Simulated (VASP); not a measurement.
# Os (a cell with a defect) in VASP: density of states with PBE

Aim: the density of states of Os (a cell with a defect) with PBE.

Program: VASP 6.6.1. These are calculated values, not measurements. Logs are shortened: lines on timing, memory, paths and dates and some standing lists are left out, and cuts for length are marked.

### Step 1. The cell of the first run

The cell holds a defect, 3 atoms: a = 4.558 Å, b = 2.642 Å, c = 4.930 Å, α = 74.53°, β = 62.43°, γ = 89.87°.

### Step 2. Density of states, PBE

File POSCAR:

```
Os
1.0
    3.9448440000      2.2835740000      0.0000070000
   -1.3183050000      2.2893890000     -0.0035270000
    1.3160550000      2.2816680000      4.1674570000
Os
3
Direct
    0.0714270000      0.4326010000      0.1659030000
    0.4900030000      0.1645190000      0.7216100000
    0.8832710000      0.5896410000      0.7537470000
```

File INCAR.step1:

```
SYSTEM = Os
PREC = Accurate ; ENCUT = 520
EDIFF = 1E-6 ; ISMEAR = 1
SIGMA = 0.16 ; LREAL = .False.
LASPH = .True. ; NELM = 80
ALGO = Normal ; ISIF = 2
LWAVE = .False. ; LCHARG = .True.
LMAXMIX = 4 ; GGA = PE
NBANDS = 19
```

File KPOINTS.step1:

```
Automatic mesh
0
Gamma
  5 7 4
  0.5 0 0
```

File INCAR.step2:

```
SYSTEM = Os
PREC = Accurate ; ENCUT = 520
EDIFF = 1E-6 ; ISMEAR = -5
SIGMA = 0.16 ; LREAL = .False.
LASPH = .True. ; NELM = 80
ALGO = Normal ; ISIF = 2
LWAVE = .False. ; LCHARG = .False.
LMAXMIX = 4 ; GGA = PE
LORBIT = 10 ; NEDOS = 2001
ICHARG = 11
```

File KPOINTS.step2:

```
Automatic mesh
0
Gamma
  8 11 6
  0 0 0
```

Potentials or basis: VASP PAW PBE potentials, release 64 (Os).

Launch:

```console
$ cat potpaw_PBE.64/Os/POTCAR > POTCAR
$ cp INCAR.step1 INCAR
$ cp KPOINTS.step1 KPOINTS
$ mpirun -np 1 vasp_std > vasp.out
$ cp INCAR.step2 INCAR
$ cp KPOINTS.step2 KPOINTS
$ mpirun -np 1 vasp_std > vasp.out
```

OUTCAR:

```text
SYSTEM = Os
   PREC = Accurate
   ENCUT = 520
   EDIFF = 1E-6
   ISMEAR = -5
   LREAL = .False.
   LASPH = .True.
   NELM = 80
   ISIF = 2
   GGA = PE
   LORBIT = 10
   ICHARG = 11

 ion  position               nearest neighbor table
   1  0.071  0.433  0.166-   2 2.43   2 2.46   3 2.49   2 2.70   3 2.77   3 2.89   3 3.25
   2  0.490  0.165  0.722-   3 2.21   3 2.38   1 2.43   1 2.46   1 2.70   3 2.93   3 3.08
   3  0.883  0.590  0.754-   2 2.21   2 2.38   1 2.49   1 2.77   1 2.89   2 2.93   2 3.08   1 3.25

  LATTYP: Found a triclinic cell.
 ALAT       =     4.9360358817
 B/A-ratio  =     0.9234384040
 C/A-ratio  =     0.5352119928
 COS(alpha) =     0.0022821893
 COS(beta)  =     0.2709140684
 COS(gamma) =     0.4623287933

  Lattice vectors:

 A1 = (  -1.3104840000,  -2.2912950000,   4.1709770000)
 A2 = (  -3.9448440000,  -2.2835740000,  -0.0000070000)
 A3 = (   1.3183050000,  -2.2893890000,   0.0035270000)

Analysis of symmetry for initial positions (statically):
=====================================================================
 Subroutine PRICEL returns:
 Original cell was already a primitive cell.

 Routine SETGRP: Setting up the symmetry group for a
 triclinic supercell.

 Subroutine GETGRP returns: Found  1 space group operations
 (whereof  1 operations were pure point group operations)
 out of a pool of  2 trial point group operations.

The static configuration has the point symmetry C_1 .

Analysis of symmetry for dynamics (positions and initial velocities):
=====================================================================
 Subroutine PRICEL returns:
 Original cell was already a primitive cell.

 Routine SETGRP: Setting up the symmetry group for a
 triclinic supercell.

 Subroutine GETGRP returns: Found  1 space group operations
 (whereof  1 operations were pure point group operations)
 out of a pool of  2 trial point group operations.

The dynamic configuration has the point symmetry C_1 .

 Subroutine INISYM returns: Found  1 space group operations
 (whereof  1 operations are pure point group operations),
 and found     1 'primitive' translations

----------------------------------------------------------------------------------------

                                     Primitive cell

  volume of cell :      50.2045

  direct lattice vectors                    reciprocal lattice vectors
     3.944844000  2.283574000  0.000007000     0.190201652  0.109339568 -0.119927435
    -1.318305000  2.289389000 -0.003527000    -0.189558339  0.327459900 -0.119421886
     1.316055000  2.281668000  4.167457000    -0.000160746  0.000276952  0.239853618

  length of vectors
     4.558125097  2.641825601  4.930081893     0.250028797  0.396766854  0.239853832

  position of ions in fractional coordinates (direct lattice)
     0.071427000  0.432601000  0.165903000
     0.490003000  0.164519000  0.721610000
     0.883271000  0.589641000  0.753747000

  ion indices of the primitive-cell ions
   primitive index   ion index
                 1           1
                 2           2
                 3           3

----------------------------------------------------------------------------------------

 KPOINTS: Automatic mesh

Automatic generation of k-mesh.
 Grid dimensions read from file:
 generate k-points for:    8   11    6

 Generating k-lattice:

  Cartesian coordinates                     Fractional coordinates (reciprocal lattice)
     0.023775206  0.013667446 -0.014990929     0.125000000 -0.000000000  0.000000000
    -0.017232576  0.029769082 -0.010856535     0.000000000  0.090909091  0.000000000
    -0.000026791  0.000046159  0.039975603     0.000000000 -0.000000000  0.166666667

  Length of vectors
     0.031253600  0.036069714  0.039975639

  Shift w.r.t. Gamma in fractional coordinates (k-lattice)
     0.000000000  0.000000000  0.000000000

 TETIRR: Found   1584 inequivalent tetrahedra from     3168

 Subroutine IBZKPT returns following result:
 ===========================================

 Found    266 irreducible k-points:

 Following reciprocal coordinates:
            Coordinates               Weight
  0.000000  0.000000  0.000000      1.000000
  0.125000 -0.000000  0.000000      2.000000
  0.250000 -0.000000  0.000000      2.000000
  0.375000 -0.000000  0.000000      2.000000
  0.500000 -0.000000  0.000000      1.000000
  0.000000  0.090909  0.000000      2.000000
[... 16 lines left out ...]
  0.125000  0.272727  0.000000      2.000000
  0.250000  0.272727  0.000000      2.000000
 [... further k-points ...]
   k-points           NKPTS =    266   k-points in BZ     NKDIM =    266   number of bands    NBANDS=     16
   number of dos      NEDOS =   2001   number of ions     NIONS =      3
   total plane-waves  NPLWV =  28800
   dimension x,y,z NGX =    36 NGY =   20 NGZ =   40
   dimension x,y,z NGXF=    72 NGYF=   40 NGZF=   80
   ions per type =               3
   NGX,Y,Z   is equivalent  to a cutoff of  13.13, 12.59, 13.49 a.u.
   NGXF,Y,Z  is equivalent  to a cutoff of  26.26, 25.17, 26.98 a.u.
 SYSTEM =  Os
   PREC   = accura    normal or accurate (medium, high low for compatibility)
   ISTART =      0    job   : 0-new  1-cont  2-samecut
   ICHARG =     11    charge: 1-file 2-atom 10-const
   ISPIN  =      1    spin polarized calculation?
   LNONCOLLINEAR =      F non collinear calculations
   LSORBIT =      F    spin-orbit coupling
   LASPH  =      T    aspherical Exc in radial PAW
   ENCUT  =  520.0 eV  38.22 Ry    6.18 a.u.   8.48  4.91  9.17*2*pi/ulx,y,z
   NELM   =     80;   NELMIN=  2; NELMDL=  0     # of ELM steps
   EDIFF  = 0.1E-05   stopping-criterion for ELM
   LREAL  =      F    real-space projection
   EDIFFG = 0.1E-04   stopping-criterion for IOM
   NSW    =      0    number of steps for IOM
   IBRION =     -1    ionic relax: 0-MD 1-quasi-New 2-CG
   NFREE  =      0    steps in history (QN), initial steepest desc. (CG)
   ISIF   =      2    stress and relaxation
   ISYM   =      2    0-nonsym 1-usesym 2-fastsym
   POTIM  = 0.5000    time-step for ionic-motion
   TEBEG  =    0.0;   TEEND  =   0.0 temperature during run
   PSTRESS=    0.0 pullay stress
   NELECT =      24.0000    total number of electrons
   NUPDOWN=      -1.0000    fix difference up-down
   EMIN   =  10.00;   EMAX   =-10.00  energy-range for DOS
   EFERMI =   0.00;   METHOD = LEGACY
   ISMEAR =    -5;   SIGMA  =   0.16  broadening in eV -4-tet -1-fermi 0-gaus
   EFERMI_NEDOS =   21; number of points for ismear=-14 and -15
   IALGO  =     38    algorithm
   IMIX   =      4    mixing-type and parameters
     AMIX     =   0.40;   BMIX     =  1.00
     AMIX_MAG =   1.60;   BMIX_MAG =  1.00
  volume/ion in A,a.u.               =      16.73       112.93
  Fermi-wavevector in a.u.,A,eV,Ry     =   1.280062  2.418967 22.293949  1.638559
  Thomas-Fermi vector in A             =   2.412512
   LORBIT       =     10    0 simple, 1 ext, 2 COOP (PROOUT), +10 PAW based schemes
   GGA     = PE    functional components
   LHFCALC =     F    Hartree Fock is set to
   AEXX    =    0.0000 exact exchange contribution
   IVDW    =     0    specifies the selected vdW correction
   LEPSILON=     F    determine dielectric tensor
   LRPA    =     F    only Hartree local field effects (RPA)
 non-spin polarized calculation
 Fermi weights with tetrahedron method with Bloechl corrections
  energy-cutoff  :      520.00
  volume of cell :       50.20
 maximum number of plane-waves:      1372
 NGX is ok and might be reduce to    36

 number of electron      24.0000000 magnetization

 Free energy of the ion-electron system (eV)
  ---------------------------------------------------
  ext. energy  EPLUGINS =         0.00000000
  ---------------------------------------------------
  free energy    TOTEN  =       -29.23481471 eV

  energy without entropy =      -29.23481471  energy(sigma->0) =      -29.23481471

 E-fermi :   7.0047     XC(G=0): -12.6447

 val. band max:        7.0648220962   @ k =  -0.1250   0.3636   0.5000
 cond. band min:       6.9773767201   @ k =  -0.2500   0.1818   0.1667
 fundamental gap:     -0.0874453761
 Fermi energy:         7.0047422660

 k-point     1 :       0.0000    0.0000    0.0000
  band No.  band energies     occupation
      1      -2.9011      2.00000
      2      -0.6549      2.00000
      3       0.2184      2.00000
      4       1.0242      2.00000
      5       2.7123      2.00000
      6       2.9430      2.00000
[... 8 lines left out ...]
     15       9.2430      0.00000
     16       9.8660      0.00000

 k-point     2 :       0.1250   -0.0000    0.0000
  band No.  band energies     occupation
      1      -2.6878      2.00000
      2      -0.6366      2.00000
      3       0.2979      2.00000
      4       1.1447      2.00000
      5       2.6428      2.00000
      6       2.9220      2.00000
[... 8 lines left out ...]
     15       9.2843      0.00000
     16       9.5721      0.00000

 k-point     3 :       0.2500   -0.0000    0.0000
  band No.  band energies     occupation
      1      -2.0817      2.00000
      2      -0.5824      2.00000
      3       0.5017      2.00000
      4       1.4497      2.00000
      5       2.4271      2.00000
      6       2.9430      2.00000
[... 8 lines left out ...]
     15       8.1868      0.00000
     16       9.4657      0.00000

 k-point     4 :       0.3750   -0.0000    0.0000
  band No.  band energies     occupation
      1      -1.2256      2.00000
      2      -0.5109      2.00000
      3       0.6984      2.00000
      4       1.6946      2.00000
      5       2.1155      2.00000
      6       3.0479      2.00000
[... 8 lines left out ...]
     15       7.5918      0.00000
     16       9.5654      0.00000
[... 324 lines left out ...]
 k-point    22 :       0.0000    0.2727    0.0000
  band No.  band energies     occupation
      1      -0.6838      2.00000
      2       1.3174      2.00000
      3       1.4613      2.00000
      4       2.0425      2.00000
      5       2.2127      2.00000
      6       2.6342      2.00000
[... 8 lines left out ...]
     15       8.4115      0.00000
     16       9.6322      0.00000

 k-point    23 :       0.1250    0.2727    0.0000
  band No.  band energies     occupation
      1      -0.5295      2.00000
      2       1.1861      2.00000
      3       1.4739      2.00000
      4       2.1662      2.00000
      5       2.3995      2.00000
      6       2.7537      2.00000
[... 8 lines left out ...]
     15       8.4059      0.00000
     16       9.6279      0.00000

 k-point    24 :       0.2500    0.2727    0.0000
  band No.  band energies     occupation
      1      -0.3615      2.00000
      2       0.8176      2.00000
      3       1.7143      2.00000
      4       2.1865      2.00000
      5       2.3573      2.00000
      6       2.9062      2.00000
[... 8 lines left out ...]
     15       8.3284      0.00000
     16       9.8743      0.00000

 [... further k-points ...]
[... 5 lines left out ...]
  --------------------------------------------------------------------------------------
  -------------------------------------------------------------------------------------
  Total       11.7895465     16.5725015      4.1808856      1.9140151     -0.3165583     -2.8503608
  in kB      376.2401071    528.8786758    133.4247110     61.0820130    -10.1023337    -90.9636387
  external PRESSURE =     346.1811646 kB  Pullay stress =       0.0000000 kB

 VOLUME and BASIS-vectors are now :
 -----------------------------------------------------------------------------
  energy-cutoff  :      520.00
  volume of cell :       50.20
      direct lattice vectors                 reciprocal lattice vectors
     3.944844000  2.283574000  0.000007000     0.190201652  0.109339568 -0.119927435
    -1.318305000  2.289389000 -0.003527000    -0.189558339  0.327459900 -0.119421886
     1.316055000  2.281668000  4.167457000    -0.000160746  0.000276952  0.239853618

 POSITION                                       TOTAL-FORCE (eV/Angst)
 -----------------------------------------------------------------------------------
     -0.07019      1.53204      0.68987        -0.259721     -0.519864      3.383327
      2.66578      3.14208      3.00670        -4.904548     -5.033192     -2.764352
      3.69901      5.08673      3.13913         5.164269      5.553057     -0.618975
 -----------------------------------------------------------------------------------
    total drift:                               -0.008531     -0.003061     -0.017440

  FREE ENERGIE OF THE ION-ELECTRON SYSTEM (eV)
  ---------------------------------------------------
  free  energy   TOTEN  =       -29.2348147106 eV

  energy  without entropy=      -29.2348147106  energy(sigma->0) =      -29.23481471

 total charge

# of ion       s       p       d       tot
------------------------------------------
    1        0.717   0.656   6.070   7.444
    2        0.796   0.791   6.277   7.864
    3        0.746   0.732   6.166   7.645
--------------------------------------------------
tot          2.259   2.180  18.513  22.952
```

Wall time 2.7 min (1 thread of AMD EPYC 7R43 (Zen 3), shared host); peak memory 0.27 GiB.

What came out:

```
Valence electrons inside the program's atomic spheres : Os 7.44, 7.86, 7.64
```

Caveat: the k points lie up to 0.38 Å⁻¹ apart; spin-orbit coupling is left out, which moves the levels of the heavy elements; tetrahedron occupations give inexact forces and stress in metals.
